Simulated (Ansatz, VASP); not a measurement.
**PbSe in VASP and in Ansatz**

Contents of INCAR:

```
PREC = Accurate
ENCUT = 520
EDIFF = 1E-7
ISMEAR = -1
SIGMA = 0.01
LREAL = False
LASPH = True
NELM = 60
ALGO = Normal
ISIF = 2
LWAVE = False
LCHARG = False
GGA = CA
NBANDS = 17
```

File KPOINTS:

```
Automatic mesh
0
Gamma
  9 9 9
```

POSCAR

```
PbSe
1.0
    0.0000000000      3.0621500000      3.0621500000
    3.0621500000      0.0000000000      3.0621500000
    3.0621500000      3.0621500000      0.0000000000
Pb Se
1 1
Direct
    0.0000000000      0.0000000000      0.0000000000
    0.5000000000      0.5000000000      0.5000000000
```

Input for Ansatz:

```yaml
crystal:
  lattice:
    - [0.0, 3.06215, 3.06215]
    - [3.06215, 0.0, 3.06215]
    - [3.06215, 3.06215, 0.0]
  atoms:
    - { symbol: Pb, position: [0.0, 0.0, 0.0] }
    - { symbol: Se, position: [0.5, 0.5, 0.5] }
kpoints:
  mp_grid: { grid: [9, 9, 9] }
  band_path:
    path:
      - [0.0, 0.0, 0.0]
      - [0.5, 0.0, 0.5]
      - [0.625, 0.25, 0.625]
      - [0.375, 0.375, 0.75]
      - [0.0, 0.0, 0.0]
      - [0.5, 0.5, 0.5]
      - [0.5, 0.25, 0.75]
      - [0.5, 0.0, 0.5]
    npoints: 5
scf:
  occupations: { method: fermi_dirac, width: 0.01 }
hamiltonian:
  xc: lda
  pseudopotentials: { kind: all_electron, lapw: { basis_error: 0.00025 } }
output:
  forces: true
  stress: true
  eigenvalues: true
```

Alike in both runs: task single point; functional LDA; k mesh 9 × 9 × 9; occupations fermi-dirac, width 0.01 eV; no spin polarisation.

|  | VASP | Ansatz |
| --- | --- | --- |
| version | VASP 6.6.1 | Ansatz 0.2.0 |
| potentials or method | VASP PAW LDA potentials, release 64 (Pb_d, Se), cutoff 520 eV | all-electron LAPW, scalar-relativistic |

Ansatz gave:

- pressure (GPa): -2.2

**Question.** Estimate VASP's values.

**Answer.** Pressure (GPa): -2.1.

LDA's correlation is that of Perdew and Zunger in VASP and of Perdew and Wang (1992) in Ansatz. Ansatz ran all-electron here, and VASP with PAW potentials.

Spin-orbit coupling is off throughout.
